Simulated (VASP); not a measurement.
Input of a VASP 6.6.1 run:

Contents of INCAR:

```
PREC     = Accurate       # precision mode
ENCUT    = 520            # plane-wave cutoff, eV
EDIFF    = 1E-6           # SCF threshold, eV
ISMEAR   = -1             # smearing method
SIGMA    = 0.05           # smearing width, eV
LREAL    = False          # projectors in reciprocal space
LASPH    = True           # aspherical terms in the spheres
NELM     = 60             # most SCF steps
ALGO     = Normal         # electronic algorithm
ISIF     = 2              # what is computed and relaxed
LWAVE    = False          # write WAVECAR
LCHARG   = False          # write CHGCAR
GGA      = CA             # functional
NBANDS   = 17             # bands
```

The input KPOINTS:

```
regular mesh
0
Gamma
  6 6 6
```

The input POSCAR:

```
SnTe
1.0
    0.0000000000      3.6111460000      3.6111460000
    3.6111460000      0.0000000000      3.6111460000
    3.6111460000      3.6111460000      0.0000000000
Sn Te
1 1
Direct
    0.0000000000      0.0000000000      0.0000000000
    0.7500000000      0.7500000000      0.7500000000
```

Potentials or basis: VASP PAW LDA potentials, release 64 (Sn_d, Te).

Command:

```sh
$ cat potpaw_LDA.64/Sn_d/POTCAR potpaw_LDA.64/Te/POTCAR > POTCAR
$ mpirun -np 1 vasp_std > vasp.out
```

Q: Estimate the pressure.

A: -2.2 GPa.

Q: Estimate the band gap on the k mesh.

A: 0.19 eV, indirect (least direct gap 0.72 eV).

Caveat: spin-orbit coupling is left out, which moves the levels of the heavy elements. A k mesh can miss the band edges.
